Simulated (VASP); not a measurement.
# SiGe2 (P6_3/mmc) in VASP: a series of runs, part 2 of 2

VASP 6.6.1.

### Step 5. Relaxation of cell and atoms, PBE

Input file INCAR:

```
PREC     = Accurate       # precision mode
ENCUT    = 600            # plane-wave cutoff, eV
EDIFF    = 1E-7           # SCF threshold, eV
ISMEAR   = 0              # smearing method
SIGMA    = 0.1            # smearing width, eV
LREAL    = False          # projectors in reciprocal space
LASPH    = True           # aspherical terms in the spheres
NELM     = 80             # most SCF steps
ALGO     = Normal         # electronic algorithm
ISIF     = 3              # what is computed and relaxed
LWAVE    = False          # write WAVECAR
LCHARG   = False          # write CHGCAR
GGA      = PE             # functional
IBRION   = 2              # ionic algorithm
NSW      = 90             # ionic steps
EDIFFG   = -0.04          # ionic threshold
```

Input file KPOINTS:

```
Automatic mesh
0
Gamma
  6 6 2
```

Input file POSCAR:

```
SiGe2
1.0
    2.9582785800      0.0000000000      0.0000000000
   -1.4791392900      2.5619444000      0.0000000000
    0.0000000000      0.0000000000     14.1879314100
Si Ge
2 4
Direct
    0.3333333300      0.6666666700      0.2500000000
    0.6666666700      0.3333333300      0.7500000000
    0.3333333300      0.6666666700      0.9166666700
    0.3333333300      0.6666666700      0.5833333300
    0.6666666700      0.3333333300      0.0833333300
    0.6666666700      0.3333333300      0.4166666700
```

On the command line:

```console
cat potpaw_PBE.64/Si/POTCAR potpaw_PBE.64/Ge_d/POTCAR > POTCAR
mpirun -np 1 vasp_std > vasp.out
```

Wall time 7.2 min (1 thread of Intel Xeon Platinum 8375C at 2.90GHz (Ice Lake), shared host); peak memory 0.28 GiB.

Results (log left out):

- Free energy: -26.1240 eV
- Relaxed volume: 17.99 Å³/atom
- Relaxed cell: a = 3.016 Å, b = 3.016 Å, c = 13.704 Å, α = 90.00°, β = 90.00°, γ = 120.00°
- Space group after relaxing (to 0.1 Å): P6_3/mmc (No. 194)
- Energy gained by relaxing: 25.0 meV/atom
- Ionic steps: 7
- Pressure after relaxing: -0.1 GPa
- Largest force after relaxing: 0.017 eV/Å
- Band gap on the k mesh: zero (bands 32 and 33 overlap by 8.70 eV)

Forces on the atoms (eV/Å):
```
Si   0.000  0.000  0.000
Si   0.000  0.000  0.000
Ge   0.000  0.000 -0.017
Ge   0.000  0.000  0.017
Ge   0.000  0.000  0.017
Ge   0.000  0.000 -0.017
```

Stress tensor (GPa, compression positive):
```
-0.05  0.00  0.00
 0.00 -0.05  0.00
 0.00  0.00 -0.21
```

Step by step:
| step | energy change (eV) | largest force (eV/Å) | pressure (GPa) | volume (Å³) |
| --- | --- | --- | --- | --- |
| 1 | 0.0000 | 0.4259 | 0.48 | 107.53 |
| 2 | -0.0798 | 0.4031 | -0.38 | 108.33 |
| 3 | -0.1093 | 0.3062 | -0.88 | 108.99 |
| 4 | -0.1379 | 0.1769 | 0.07 | 107.50 |
| 5 | -0.1435 | 0.0454 | 1.02 | 106.27 |
| 6 | -0.1439 | 0.0754 | 0.82 | 106.53 |
| 7 | -0.1498 | 0.0168 | -0.11 | 107.95 |

Final structure:
```
CELL_PARAMETERS angstrom
3.01590 0.00000 0.00000
-1.50795 2.61185 0.00000
0.00000 0.00000 13.70425
ATOMIC_POSITIONS crystal
Si 0.33333 0.66667 0.25000
Si 0.66667 0.33333 0.75000
Ge 0.33333 0.66667 0.90981
Ge 0.33333 0.66667 0.59019
Ge 0.66667 0.33333 0.09019
Ge 0.66667 0.33333 0.40981
```

Levels at points of the mesh, in eV from the Fermi level:
| k point | band 28 | band 29 | band 30 | band 31 | band 32 | band 33 | band 34 | band 35 | band 36 | band 37 |
| --- | --- | --- | --- | --- | --- | --- | --- | --- | --- | --- |
| (0.00, 0.00, 0.00) | -0.99 | -0.36 | 5.42 | 5.63 | 5.63 | 5.93 | 5.93 | 6.21 | 6.75 | 6.75 |
| (0.50, 0.00, 0.00) | -4.78 | -4.29 | -3.55 | -1.77 | -1.13 | -0.91 | 1.02 | 1.77 | 2.27 | 2.90 |
| (0.00, 0.00, 0.50) | -3.53 | 2.48 | 2.48 | 5.75 | 5.75 | 5.75 | 5.75 | 7.11 | 7.11 | 7.11 |
| (0.50, 0.00, 0.50) | -5.17 | -3.54 | -3.54 | -2.19 | -2.19 | 0.86 | 0.86 | 1.95 | 1.95 | 2.69 |

Caveat: the k points lie up to 0.40 Å⁻¹ apart in the final cell, too coarse for converged energies and pressures of a metal; the highest band is partly filled, so the run has too few bands.

### Step 6. Relaxation of cell and atoms, PBE

This run uses another cell than the first one, of the same volume but with other edges.

Input file INCAR:

```
  ALGO = Normal
  EDIFF = 1E-6
  EDIFFG = -0.01
  ENCUT = 600
  GGA = PE
  IBRION = 2
  ISIF = 3
  ISMEAR = 0
  LASPH = T
  LCHARG = F
  LREAL = F
  LWAVE = F
  NELM = 80
  NSW = 100
  PREC = Accurate
  SIGMA = 0.1
```

Input file KPOINTS:

```
k-points
0
Gamma
  12 12 4
```

Input file POSCAR:

```
SiGe2
1.0
    3.0071252979      0.0000000000      0.0000000000
   -1.5035626489      2.6042469003      0.0000000000
    0.0000000000      0.0000000000     13.7519168863
Si Ge
2 4
Direct
    0.3333333333      0.6666666667      0.2500000000
    0.6666666667      0.3333333333      0.7500000000
    0.3333333333      0.6666666667      0.9094403659
    0.3333333333      0.6666666667      0.5905596341
    0.6666666667      0.3333333333      0.0905596341
    0.6666666667      0.3333333333      0.4094403659
```

Potentials or basis: VASP PAW PBE potentials, release 64 (Si, Ge_d).

On the command line:

```console
cat potpaw_PBE.64/Si/POTCAR potpaw_PBE.64/Ge_d/POTCAR > POTCAR
mpirun -np 1 vasp_std > vasp.out
```

OUTCAR:

```text
EDIFF = 1E-6
   EDIFFG = -0.01
   ENCUT = 600
   GGA = PE
   IBRION = 2
   ISIF = 3
   ISMEAR = 0
   LASPH = T
   LREAL = F
   NELM = 80
   NSW = 100
   PREC = Accurate

 ion  position               nearest neighbor table
   1  0.333  0.667  0.250-   5 2.80   6 2.80   5 2.80   6 2.80   5 2.80   6 2.80
   2  0.667  0.333  0.750-   3 2.80   4 2.80   3 2.80   4 2.80   3 2.80   4 2.80
   3  0.333  0.667  0.909-   2 2.80   2 2.80   2 2.80
   4  0.333  0.667  0.591-   2 2.80   2 2.80   2 2.80
   5  0.667  0.333  0.091-   1 2.80   1 2.80   1 2.80
   6  0.667  0.333  0.409-   1 2.80   1 2.80   1 2.80

  LATTYP: Found a hexagonal cell.
 ALAT       =     3.0071252979
 C/A-ratio  =     4.5731107034

  Lattice vectors:

 A1 = (   3.0071252979,   0.0000000000,   0.0000000000)
 A2 = (  -1.5035626489,   2.6042469003,   0.0000000000)
 A3 = (   0.0000000000,   0.0000000000,  13.7519168863)

Analysis of symmetry for initial positions (statically):
=====================================================================
 Subroutine PRICEL returns:
 Original cell was already a primitive cell.

 Routine SETGRP: Setting up the symmetry group for a
 hexagonal supercell.

 Subroutine GETGRP returns: Found 24 space group operations
 (whereof 12 operations were pure point group operations)
[... 290 lines left out ...]

  energy  without entropy=      -26.2845628316  energy(sigma->0) =      -26.28839451

[... ionic steps 4 to 12 ...]

--------------------------------------- Ionic step       13  -------------------------------------------

 number of electron      64.0000007 magnetization

------------------------ aborting loop because EDIFF is reached ----------------------------------------
[... 75 lines left out ...]
--------------------------------------- Ionic step       15  -------------------------------------------

 number of electron      64.0000006 magnetization

 Free energy of the ion-electron system (eV)
  ---------------------------------------------------
  ext. energy  EPLUGINS =         0.00000000
  ---------------------------------------------------
  free energy    TOTEN  =       -26.29547837 eV

  energy without entropy =      -26.28694294  energy(sigma->0) =      -26.29121065

 E-fermi :   7.4262     XC(G=0): -11.1402

 val. band max:        7.4237597980   @ k =   0.1667   0.0833   0.0000
 cond. band min:       7.4396283514   @ k =   0.2500   0.2500   0.0000
 fundamental gap:      0.0158685534
 Fermi energy:         7.4261584173

 k-point     1 :       0.0000    0.0000    0.0000
  band No.  band energies     occupation
      1     -17.3731      2.00000
      2     -17.3715      2.00000
      3     -17.3688      2.00000
      4     -17.3672      2.00000
      5     -17.3663      2.00000
      6     -17.3663      2.00000
[... 973 lines left out ...]
     37      10.5811      0.00000
     38      11.6713      0.00000

 [... further k-points ...]

------------------------ aborting loop because EDIFF is reached ----------------------------------------

  FORCE on cell =-STRESS in cart. coord.  units (eV):
  Direction    XX          YY          ZZ          XY          YZ          ZX
  --------------------------------------------------------------------------------------
  -------------------------------------------------------------------------------------
  Total       -0.0230052     -0.0230052     -0.0064724     -0.0000000      0.0000000      0.0000000
  in kB       -0.3425459     -0.3425459     -0.0963736     -0.0000000      0.0000000      0.0000000
  external PRESSURE =      -0.2604885 kB  Pullay stress =       0.0000000 kB
[... 21 lines left out ...]
  FREE ENERGIE OF THE ION-ELECTRON SYSTEM (eV)
  ---------------------------------------------------
  free  energy   TOTEN  =       -26.2954783651 eV

  energy  without entropy=      -26.2869429383  energy(sigma->0) =      -26.29121065

 reached required accuracy - stopping structural energy minimisation
```

CONTCAR:

```text
SiGe2
   1.00000000000000
     2.9653847989479045   -0.0000000000008027   -0.0000000000000000
    -1.4826923994253416    2.5680985678430925    0.0000000000000000
    -0.0000000000000000   -0.0000000000000000   14.1294266604508731
  Si              Ge
     2     4
Direct
     0.3333333332999970    0.6666666667000030    0.2500000000000000
     0.6666666667000030    0.3333333332999970    0.7500000000000000
     0.3333333332999970    0.6666666667000030    0.9080575298118760
     0.3333333332999970    0.6666666667000030    0.5919424701881240
     0.6666666667000030    0.3333333332999970    0.0919424701881241
     0.6666666667000030    0.3333333332999970    0.4080575298118759

  0.00000000E+00  0.00000000E+00  0.00000000E+00
  0.00000000E+00  0.00000000E+00  0.00000000E+00
  0.00000000E+00  0.00000000E+00  0.00000000E+00
  0.00000000E+00  0.00000000E+00  0.00000000E+00
  0.00000000E+00  0.00000000E+00  0.00000000E+00
  0.00000000E+00  0.00000000E+00  0.00000000E+00
```

Run time: 39 min. Hardware: 1 thread of Intel Xeon Platinum 8375C at 2.90GHz (Ice Lake), shared host; peak memory 0.4 GiB.

What came out:

| Property | Result |
| --- | --- |
| Free energy | -26.2955 eV |
| Relaxed volume | 17.93 Å³/atom |
| Relaxed cell | a = 2.965 Å, b = 2.965 Å, c = 14.129 Å, α = 90.00°, β = 90.00°, γ = 120.00° |
| Space group after relaxing (to 0.1 Å) | P6_3/mmc (No. 194) |
| Energy gained by relaxing | 8.3 meV/atom |
| Ionic steps | 15 |
| Pressure after relaxing | 0.0 GPa |
| Band gap on the k mesh | zero (bands 32 and 33 overlap by 9.19 eV) |

Step by step:
```csv
step,energy change (eV),largest force (eV/Å),pressure (GPa),volume (Å³)
1,0.0000,0.0106,0.02,107.70
2,-0.0404,0.0459,-0.23,107.71
3,-0.0463,0.0792,-0.25,107.71
4,-0.0463,0.0803,-0.24,107.70
5,-0.0476,0.0598,0.08,107.25
6,-0.0478,0.0465,0.31,106.96
7,-0.0488,0.0264,0.24,107.13
8,-0.0494,0.0133,0.15,107.46
9,-0.0495,0.0062,0.32,107.42
10,-0.0488,0.0001,-0.35,108.14
11,-0.0495,0.0048,-0.05,107.61
12,-0.0495,0.0048,0.05,107.59
13,-0.0495,0.0059,-0.08,107.60
14,-0.0495,0.0044,0.04,107.60
15,-0.0495,0.0017,-0.03,107.60
```

Final structure:
```yaml
crystal:
  lattice:
    - [2.96538, 0.00000, 0.00000]
    - [-1.48269, 2.56810, 0.00000]
    - [0.00000, 0.00000, 14.12943]
  atoms:
    - { symbol: Si, position: [0.33333, 0.66667, 0.25000] }
    - { symbol: Si, position: [0.66667, 0.33333, 0.75000] }
    - { symbol: Ge, position: [0.33333, 0.66667, 0.90806] }
    - { symbol: Ge, position: [0.33333, 0.66667, 0.59194] }
    - { symbol: Ge, position: [0.66667, 0.33333, 0.09194] }
    - { symbol: Ge, position: [0.66667, 0.33333, 0.40806] }
```

Levels at points of the mesh, in eV from the Fermi level:
| k point | band 29 | band 30 | band 31 | band 32 | band 33 | band 34 | band 35 | band 36 |
| --- | --- | --- | --- | --- | --- | --- | --- | --- |
| (0.00, 0.00, 0.00) | -0.89 | 4.47 | 5.47 | 6.32 | 6.32 | 6.54 | 6.54 | 7.50 |
| (0.50, 0.00, 0.00) | -4.37 | -3.54 | -2.03 | -1.29 | -1.05 | 1.03 | 2.28 | 2.68 |
| (0.00, 0.00, 0.50) | 1.74 | 1.74 | 6.41 | 6.41 | 6.41 | 6.41 | 7.77 | 7.77 |
| (0.50, 0.00, 0.50) | -3.56 | -3.56 | -2.32 | -2.32 | 0.67 | 0.67 | 2.43 | 2.43 |

Caveat: the highest band is partly filled, so the run has too few bands.

### Step 7. Summary

```csv
task,cell,k mesh,cutoff (eV),gap on the mesh (eV),pressure (GPa),relaxed volume (Å³/atom),largest force (eV/Å)
single point,"a = 2.958, b = 2.958, c = 14.188 Å, angles 90.0, 90.0, 120.0°, 6 atoms, atomic positions A",6 × 6 × 2,520,none,0.3,-,0.43
single point,"a = 3.007, b = 3.007, c = 13.752 Å, angles 90.0, 90.0, 120.0°, 6 atoms, atomic positions B",6 × 6 × 2,520,none,0.1,-,0.03
single point,"a = 2.964, b = 2.964, c = 14.125 Å, angles 90.0, 90.0, 120.0°, 6 atoms, atomic positions C",12 × 12 × 4,520,none,0.0,-,-
relaxation of cell and atoms,"relaxed from a = 2.958, b = 2.958, c = 14.188 Å, angles 90.0, 90.0, 120.0°, 6 atoms, atomic positions A",6 × 6 × 2,600,none,-0.1,17.99,0.02
relaxation of cell and atoms,"relaxed from a = 3.007, b = 3.007, c = 13.752 Å, angles 90.0, 90.0, 120.0°, 6 atoms, atomic positions B",12 × 12 × 4,600,none,0.0,17.93,-
```

Alike in all rows: level PBE; potentials or basis VASP PAW PBE potentials, release 64 (Si, Ge_d); no spin polarisation; smearing gaussian 0.1 eV.

Caveats: some runs use coarse meshes; the highest band is partly filled, so the run has too few bands (at least some runs).

Absolute energies hang on the potentials; compare differences alone.

The gap in the log of VASP goes by the Fermi energy; the results here count the filled bands.